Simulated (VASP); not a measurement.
# Mg8HO8 (a cell with a defect) in VASP: single point with PBE

Aim: the single point of Mg8HO8 (a cell with a defect) with PBE.

All numbers are computed with VASP 6.6.1; they aren't measurements. Logs are shortened: lines on timing, memory, paths and dates and some standing lists are left out, and cuts for length are marked.

## 1. The cell of the first run

The cell holds a defect, 17 atoms: a = 5.932 Å, b = 5.932 Å, c = 5.932 Å, α = 60.00°, β = 60.00°, γ = 60.00°.

## 2. Single point, PBE

File INCAR:

```
ALGO = Normal
EDIFF = 1E-6
ENCUT = 520
GGA = PE
ISIF = 2
ISMEAR = 0
LASPH = T
LCHARG = F
LREAL = Auto
LWAVE = F
NBANDS = 46
NELECT = 64.0
NELM = 80
PREC = Accurate
SIGMA = 0.02
```

File KPOINTS:

```
k-points
0
Gamma
  2 2 2
```

File POSCAR:

```
Mg8HO8
1.0
    0.0000000000      4.1948000000      4.1948000000
    4.1948000000      0.0000000000      4.1948000000
    4.1948000000      4.1948000000      0.0000000000
Mg O H
8 8 1
Direct
    0.0029393535     -0.0000886812     -0.0129379231
   -0.0023643559      0.0076303995      0.4882139792
   -0.0056337608      0.4994475303     -0.0034906313
   -0.0023642367      0.4963236626      0.4882152904
    0.4875933298      0.0355944264     -0.0007670211
    0.4893658816      0.0044819777      0.4914858873
    0.4875067941      0.4674715123     -0.0008340088
    0.4987665681      0.5039193764      0.4831767903
    0.2375607895      0.2518880519      0.2484709641
    0.2440445313      0.2593136741      0.7377843997
    0.2710267474      0.7519869839      0.2148023744
    0.2440295127      0.7486614380      0.7377836846
    0.7481337608      0.2445629112      0.2419825737
    0.7478190855      0.2518779203      0.7382429436
    0.7481545008      0.7551109707      0.2419894870
    0.7251007199      0.7520424097      0.7606318537
    0.5522377706      0.7537489272      0.9300831982
```

Potentials or basis: VASP PAW PBE potentials, release 64 (Mg, O, H).

Launch:

```bash
$ cat potpaw_PBE.64/Mg/POTCAR potpaw_PBE.64/O/POTCAR potpaw_PBE.64/H/POTCAR > POTCAR
$ mpirun -np 1 vasp_std > vasp.out
```

OUTCAR:

```text
EDIFF = 1E-6
   ENCUT = 520
   GGA = PE
   ISIF = 2
   ISMEAR = 0
   LASPH = T
   LREAL = Auto
   NELECT = 64.0
   NELM = 80
   PREC = Accurate

 ion  position               nearest neighbor table
   1  0.003  1.000  0.987-  11 2.08  13 2.10  15 2.10  10 2.10  12 2.10  14 2.11   6 2.91   5 2.92
                             7 2.92   4 2.95   2 2.95   3 2.97   3 2.97   2 2.98   4 2.98   6 3.02
   2  0.998  0.008  0.488-   9 2.03  14 2.07  13 2.08  12 2.08  16 2.22  11 2.22   4 2.90   5 2.91
                             3 2.92   6 2.92   8 2.95   1 2.95   1 2.98   8 2.98   6 3.01   3 3.02
   3  0.994  0.499  0.997-   9 2.08  10 2.09  12 2.09  13 2.10  15 2.10  16 2.12   7 2.84   5 2.84
                             8 2.91   2 2.92   4 2.92   1 2.97   1 2.97   4 3.02   2 3.02   8 3.02
   4  0.998  0.496  0.488-   9 2.03  14 2.07  15 2.08  10 2.08  16 2.22  11 2.22   2 2.90   7 2.91
                             3 2.92   6 2.92   8 2.95   1 2.95   1 2.98   8 2.98   6 3.01   3 3.02
   5  0.488  0.036  0.999-  17 1.73   9 1.96  14 2.01  11 2.12  15 2.12  10 2.13  16 2.20   7 2.56
                             6 2.84   3 2.84   2 2.91   1 2.92   8 2.93   8 3.02   1 3.02   2 3.03
   6  0.489  0.004  0.491-   9 2.08  13 2.09  15 2.09  10 2.10  12 2.10  16 2.12   5 2.84   7 2.84
                             1 2.91   4 2.92   2 2.92   8 2.97   8 2.97   2 3.01   4 3.01   1 3.02
   7  0.488  0.467  0.999-  17 1.73   9 1.96  14 2.01  11 2.12  13 2.12  12 2.13  16 2.20   5 2.56
                             6 2.84   3 2.84   4 2.91   1 2.92   8 2.93   8 3.02   1 3.02   4 3.03
   8  0.499  0.504  0.483-  11 2.08  10 2.10  12 2.10  13 2.10  15 2.10  14 2.11   3 2.91   7 2.93
                             5 2.93   2 2.95   4 2.95   6 2.97   6 2.97   4 2.98   2 2.98   3 3.02
   9  0.238  0.252  0.248-   7 1.96   5 1.96   4 2.03   2 2.03   6 2.08   3 2.08
  10  0.244  0.259  0.738-   4 2.08   3 2.09   8 2.10   1 2.10   6 2.10   5 2.13
  11  0.271  0.752  0.215-   1 2.08   8 2.08   7 2.12   5 2.12   4 2.22   2 2.22
  12  0.244  0.749  0.738-   2 2.08   3 2.09   8 2.10   1 2.10   6 2.10   7 2.13
  13  0.748  0.245  0.242-   2 2.08   6 2.09   1 2.10   8 2.10   3 2.10   7 2.12
  14  0.748  0.252  0.738-   5 2.01   7 2.01   4 2.07   2 2.07   1 2.11   8 2.11
  15  0.748  0.755  0.242-   4 2.08   6 2.09   1 2.10   8 2.10   3 2.10   5 2.12
  16  0.725  0.752  0.761-  17 1.02   6 2.12   3 2.12   5 2.20   7 2.20   2 2.22   4 2.22
  17  0.552  0.754  0.930-  16 1.02   5 1.73   7 1.73

  LATTYP: Found a face centered cubic cell.
 ALAT       =     8.3896000000

  Lattice vectors:

 A1 = (   0.0000000000,   4.1948000000,   4.1948000000)
 A2 = (   4.1948000000,   0.0000000000,   4.1948000000)
 A3 = (   4.1948000000,   4.1948000000,   0.0000000000)

Analysis of symmetry for initial positions (statically):
=====================================================================
 Subroutine PRICEL returns:
 Original cell was already a primitive cell.

 Routine SETGRP: Setting up the symmetry group for a
 face centered cubic supercell.

 Subroutine GETGRP returns: Found  1 space group operations
 (whereof  1 operations were pure point group operations)
 out of a pool of 48 trial point group operations.

The static configuration has the point symmetry C_1 .

Analysis of symmetry for dynamics (positions and initial velocities):
=====================================================================
 Subroutine PRICEL returns:
 Original cell was already a primitive cell.

 Routine SETGRP: Setting up the symmetry group for a
 face centered cubic supercell.

 Subroutine GETGRP returns: Found  1 space group operations
 (whereof  1 operations were pure point group operations)
 out of a pool of 48 trial point group operations.

The dynamic configuration has the point symmetry C_1 .

 Subroutine INISYM returns: Found  1 space group operations
 (whereof  1 operations are pure point group operations),
 and found     1 'primitive' translations

----------------------------------------------------------------------------------------

                                     Primitive cell

  volume of cell :     147.6263

  direct lattice vectors                    reciprocal lattice vectors
     0.000000000  4.194800000  4.194800000    -0.119195194  0.119195194  0.119195194
     4.194800000  0.000000000  4.194800000     0.119195194 -0.119195194  0.119195194
     4.194800000  4.194800000  0.000000000     0.119195194  0.119195194 -0.119195194

  length of vectors
     5.932343051  5.932343051  5.932343051     0.206452132  0.206452132  0.206452132

  position of ions in fractional coordinates (direct lattice)
     0.002939353  0.999911319  0.987062077
     0.997635644  0.007630400  0.488213979
     0.994366239  0.499447530  0.996509369
     0.997635763  0.496323663  0.488215290
     0.487593330  0.035594426  0.999232979
     0.489365882  0.004481978  0.491485887
[... 9 lines left out ...]
     0.725100720  0.752042410  0.760631854
     0.552237771  0.753748927  0.930083198

  ion indices of the primitive-cell ions
   primitive index   ion index
                 1           1
                 2           2
                 3           3
                 4           4
                 5           5
                 6           6
[... 9 lines left out ...]
                16          16
                17          17

----------------------------------------------------------------------------------------

 KPOINTS: k-points

Automatic generation of k-mesh.
 Grid dimensions read from file:
 generate k-points for:    2    2    2

 Generating k-lattice:

  Cartesian coordinates                     Fractional coordinates (reciprocal lattice)
    -0.059597597  0.059597597  0.059597597     0.500000000  0.000000000  0.000000000
     0.059597597 -0.059597597  0.059597597     0.000000000  0.500000000  0.000000000
     0.059597597  0.059597597 -0.059597597     0.000000000  0.000000000  0.500000000

  Length of vectors
     0.103226066  0.103226066  0.103226066

  Shift w.r.t. Gamma in fractional coordinates (k-lattice)
     0.000000000  0.000000000  0.000000000

 Subroutine IBZKPT returns following result:
 ===========================================

 Found      8 irreducible k-points:

 Following reciprocal coordinates:
            Coordinates               Weight
  0.000000  0.000000  0.000000      1.000000
  0.500000  0.000000  0.000000      1.000000
  0.000000  0.500000  0.000000      1.000000
  0.000000  0.000000  0.500000      1.000000
  0.500000  0.500000  0.500000      1.000000
  0.500000  0.500000  0.000000      1.000000
  0.000000  0.500000  0.500000      1.000000
  0.500000  0.000000  0.500000      1.000000
   k-points           NKPTS =      8   k-points in BZ     NKDIM =      8   number of bands    NBANDS=     46
   number of dos      NEDOS =    301   number of ions     NIONS =     17
   total plane-waves  NPLWV = 110592
   dimension x,y,z NGX =    48 NGY =   48 NGZ =   48
   dimension x,y,z NGXF=    96 NGYF=   96 NGZF=   96
   ions per type =               8   8   1
   NGX,Y,Z   is equivalent  to a cutoff of  13.45, 13.45, 13.45 a.u.
   NGXF,Y,Z  is equivalent  to a cutoff of  26.90, 26.90, 26.90 a.u.
 SYSTEM =  unknown system
   PREC   = accura    normal or accurate (medium, high low for compatibility)
   ISTART =      0    job   : 0-new  1-cont  2-samecut
   ICHARG =      2    charge: 1-file 2-atom 10-const
   ISPIN  =      1    spin polarized calculation?
   LNONCOLLINEAR =      F non collinear calculations
   LSORBIT =      F    spin-orbit coupling
   LASPH  =      T    aspherical Exc in radial PAW
   ENCUT  =  520.0 eV  38.22 Ry    6.18 a.u.  11.03 11.03 11.03*2*pi/ulx,y,z
   NELM   =     80;   NELMIN=  2; NELMDL= -5     # of ELM steps
   EDIFF  = 0.1E-05   stopping-criterion for ELM
   LREAL  =      T    real-space projection
   EDIFFG = 0.1E-04   stopping-criterion for IOM
   NSW    =      0    number of steps for IOM
   IBRION =     -1    ionic relax: 0-MD 1-quasi-New 2-CG
   NFREE  =      0    steps in history (QN), initial steepest desc. (CG)
   ISIF   =      2    stress and relaxation
   ISYM   =      2    0-nonsym 1-usesym 2-fastsym
   POTIM  = 0.5000    time-step for ionic-motion
   TEBEG  =    0.0;   TEEND  =   0.0 temperature during run
   PSTRESS=    0.0 pullay stress
   NELECT =      64.0000    total number of electrons
   NUPDOWN=      -1.0000    fix difference up-down
   EMIN   =  10.00;   EMAX   =-10.00  energy-range for DOS
   EFERMI =   0.00;   METHOD = LEGACY
   ISMEAR =     0;   SIGMA  =   0.02  broadening in eV -4-tet -1-fermi 0-gaus
   EFERMI_NEDOS =   21; number of points for ismear=-14 and -15
   IALGO  =     38    algorithm
   IMIX   =      4    mixing-type and parameters
     AMIX     =   0.40;   BMIX     =  1.00
     AMIX_MAG =   1.60;   BMIX_MAG =  1.00
  volume/ion in A,a.u.               =       8.68        58.60
  Fermi-wavevector in a.u.,A,eV,Ry     =   1.239025  2.341419 20.887448  1.535184
  Thomas-Fermi vector in A             =   2.373526
   LORBIT       =      0    0 simple, 1 ext, 2 COOP (PROOUT), +10 PAW based schemes
   GGA     = PE    functional components
   LHFCALC =     F    Hartree Fock is set to
   AEXX    =    0.0000 exact exchange contribution
   IVDW    =     0    specifies the selected vdW correction
   LEPSILON=     F    determine dielectric tensor
   LRPA    =     F    only Hartree local field effects (RPA)
 non-spin polarized calculation
 Gauss-broadening in eV      SIGMA  =   0.02
  energy-cutoff  :      520.00
  volume of cell :      147.63
 maximum number of plane-waves:      3996
 NGX is ok and might be reduce to    48
   NGX = 23   NGY = 23   NGZ = 23

 number of electron      64.0000004 magnetization

 Free energy of the ion-electron system (eV)
  ---------------------------------------------------
  ext. energy  EPLUGINS =         0.00000000
  ---------------------------------------------------
  free energy    TOTEN  =      -101.98153675 eV

  energy without entropy =     -101.98153675  energy(sigma->0) =     -101.98153675

 E-fermi :   3.5046     XC(G=0): -11.1073

 val. band max:        3.4151282537   @ k =   0.0000   0.0000   0.0000
 cond. band min:       7.8830995306   @ k =   0.0000   0.0000   0.0000
 fundamental gap:      4.4679712769
 Fermi energy:         3.5046226513

 k-point     1 :       0.0000    0.0000    0.0000
  band No.  band energies     occupation
      1     -16.1430      2.00000
      2     -13.6571      2.00000
      3     -12.7620      2.00000
      4     -12.6997      2.00000
      5     -12.3228      2.00000
      6     -12.3129      2.00000
[... 36 lines left out ...]
     43      13.7268      0.00000
     44      15.1029      0.00000

 k-point     2 :       0.5000    0.0000    0.0000
  band No.  band energies     occupation
      1     -16.1051      2.00000
      2     -13.4373      2.00000
      3     -12.9455      2.00000
      4     -12.7716      2.00000
      5     -12.3897      2.00000
      6     -12.3668      2.00000
[... 36 lines left out ...]
     43      14.8296      0.00000
     44      14.9406      0.00000

 k-point     3 :       0.0000    0.5000    0.0000
  band No.  band energies     occupation
      1     -16.1114      2.00000
      2     -13.4294      2.00000
      3     -12.9501      2.00000
      4     -12.7211      2.00000
      5     -12.4333      2.00000
      6     -12.3618      2.00000
[... 224 lines left out ...]
     43      14.7617      0.00000
     44      14.9553      0.00000

 k-point     8 :       0.5000    0.0000    0.5000
  band No.  band energies     occupation
      1     -16.1034      2.00000
      2     -13.3152      2.00000
      3     -12.8693      2.00000
      4     -12.7782      2.00000
      5     -12.6002      2.00000
      6     -12.3921      2.00000
[... 36 lines left out ...]
     43      14.9439      0.00000
     44      15.0648      0.00000
 [bands above 44 left out]

------------------------ aborting loop because EDIFF is reached ----------------------------------------

  FORCE on cell =-STRESS in cart. coord.  units (eV):
  Direction    XX          YY          ZZ          XY          YZ          ZX
  --------------------------------------------------------------------------------------
  -------------------------------------------------------------------------------------
  Total        3.4286721     -0.6312500      3.4297297      0.0347067     -0.0378724      5.5116969
  in kB       37.2111215     -6.8509085     37.2225996      0.3766693     -0.4110268     59.8180338
  external PRESSURE =      22.5276042 kB  Pullay stress =       0.0000000 kB

 VOLUME and BASIS-vectors are now :
 -----------------------------------------------------------------------------
  energy-cutoff  :      520.00
  volume of cell :      147.63
      direct lattice vectors                 reciprocal lattice vectors
     0.000000000  4.194800000  4.194800000    -0.119195194  0.119195194  0.119195194
     4.194800000  0.000000000  4.194800000     0.119195194 -0.119195194  0.119195194
     4.194800000  4.194800000  0.000000000     0.119195194  0.119195194 -0.119195194

 POSITION                                       TOTAL-FORCE (eV/Angst)
 -----------------------------------------------------------------------------------
      8.33496      4.15286      4.20676         0.016662      0.001858     -0.016509
      2.07997      6.23284      4.21689         0.010268      0.000313      0.010463
      6.27524      8.35133      6.26625         0.001578      0.056907     -0.001669
      4.12994      6.23285      6.26686        -0.011594      0.001437     -0.011486
      4.34089      6.23694      2.19467         0.064458     -0.006456     -0.049000
      2.08049      4.11448      2.07159         0.001448     -0.052751      0.000029
[... 9 lines left out ...]
      6.34537      6.23235      6.19632        -0.155051     -0.003655      0.157966
      7.06334      6.21804      5.47835        -0.188436     -0.002881      0.187911
 -----------------------------------------------------------------------------------
    total drift:                                0.004297     -0.010022      0.000048

  FREE ENERGIE OF THE ION-ELECTRON SYSTEM (eV)
  ---------------------------------------------------
  free  energy   TOTEN  =      -101.9815367549 eV

  energy  without entropy=     -101.9815367549  energy(sigma->0) =     -101.98153675
```

Wall time 1.8 min (1 thread of Intel Xeon Platinum 8488C (Sapphire Rapids), shared host); peak memory 0.33 GiB.

Results:

```
Free energy   : -101.9815 eV
Largest force : 0.266 eV/Å
```

Forces on the atoms (eV/Å):
```
Mg   0.017  0.002 -0.017
Mg   0.010  0.000  0.010
Mg   0.002  0.057 -0.002
Mg  -0.012  0.001 -0.011
Mg   0.064 -0.006 -0.049
Mg   0.001 -0.053  0.000
Mg   0.048 -0.002 -0.064
Mg   0.017  0.006 -0.019
O    0.035 -0.001 -0.036
O    0.003  0.021 -0.027
O    0.086 -0.003 -0.085
O    0.027  0.021 -0.002
O    0.018 -0.017  0.001
O    0.023  0.001 -0.023
O    0.003 -0.021 -0.022
O   -0.155 -0.004  0.158
H   -0.188 -0.003  0.188
```

Caveat: the k points lie up to 0.65 Å⁻¹ apart; the cell carries a net charge on a neutralising background, which shifts energy and pressure; the cell is charged against a uniform background, so pressure and absolute levels hang on convention.
